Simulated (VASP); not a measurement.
Write the native input for VASP 6.6.1 that does the following.

```
Task                   : relaxation of cell and atoms
Functional             : PBE
Potentials or basis    : VASP PAW PBE potentials, release 64 (Mg_sv, Be, S)
Cutoff                 : 750 eV
k mesh                 : 5 × 5 × 1
Occupations            : gaussian, width 0.2 eV
Spin                   : no spin polarisation
Dipole correction      : no
Mended                 : yes
Further INCAR settings : ALGO = Normal; EDIFF = 1e-07; IBRION = 2; EDIFFG = -0.08; NSW = 36; ISIF = 3
```

The structure of MgBeS3 lies in POSCAR:

```
MgBeS3
1.0
    3.6000000000      0.0000000000      0.0000000000
   -1.8000000000      3.1176914500      0.0000000000
    0.0000000000      0.0000000000     16.1000000000
Mg Be S
2 2 6
Direct
    0.3333333300      0.6666666700      0.8340000000
    0.6666666700      0.3333333300      0.1660000000
    0.3333333300      0.6666666700      0.3960000000
    0.6666666700      0.3333333300      0.6040000000
    0.0000000000      0.0000000000      0.0660000000
    0.0000000000      0.0000000000      0.9340000000
    0.3333333300      0.6666666700      0.2640000000
    0.6666666700      0.3333333300      0.7360000000
    0.0000000000      0.0000000000      0.4340000000
    0.0000000000      0.0000000000      0.5660000000
```

These files were run (other wordings do the same):

INCAR

```
SYSTEM = MgBeS3
PREC = Accurate
ENCUT = 750
EDIFF = 1E-7
ISMEAR = 0
SIGMA = 0.2
LREAL = .False.
LASPH = .True.
NELM = 120
ALGO = Normal
ISIF = 3
LWAVE = .False.
LCHARG = .False.
GGA = PE
IBRION = 2
NSW = 36
EDIFFG = -0.08
GGA_COMPAT = .False.
NELMIN = 4
```

KPOINTS

```
regular mesh
0
Gamma
  5 5 1
  0 0 0
```

Potentials or basis: VASP PAW PBE potentials, release 64 (Mg_sv, Be, S).

Command:

```bash
$ cat potpaw_PBE.64/Mg_sv/POTCAR potpaw_PBE.64/Be/POTCAR potpaw_PBE.64/S/POTCAR > POTCAR
$ mpirun -np 1 vasp_std > vasp.out
```

Results of the run:

```json
{
  "Relaxed volume": "18.23 Å³/atom",
  "Relaxed cell": "a = 3.751 Å, b = 3.751 Å, c = 14.955 Å, α = 90.00°, β = 90.00°, γ = 120.00°",
  "Space group after relaxing (to 0.1 Å)": "P-3m1 (No. 164)",
  "Energy gained by relaxing": "123.7 meV/atom",
  "Ionic steps": "15",
  "Pressure after relaxing": "0.0 GPa",
  "Largest force after relaxing": "0.074 eV/Å",
  "Band gap on the k mesh": "0.24 eV"
}
```

Caveat: an odd mesh through Γ misses points on the zone boundary, where band edges can lie; the relaxation stopped at a loose force limit of 0.08 eV/Å, so its end isn't a converged minimum.

Run time: 7.1 min on 1 thread of Intel(R) Xeon(R) 6975P-C (Granite Rapids) (shared host), peak memory 0.44 GiB.
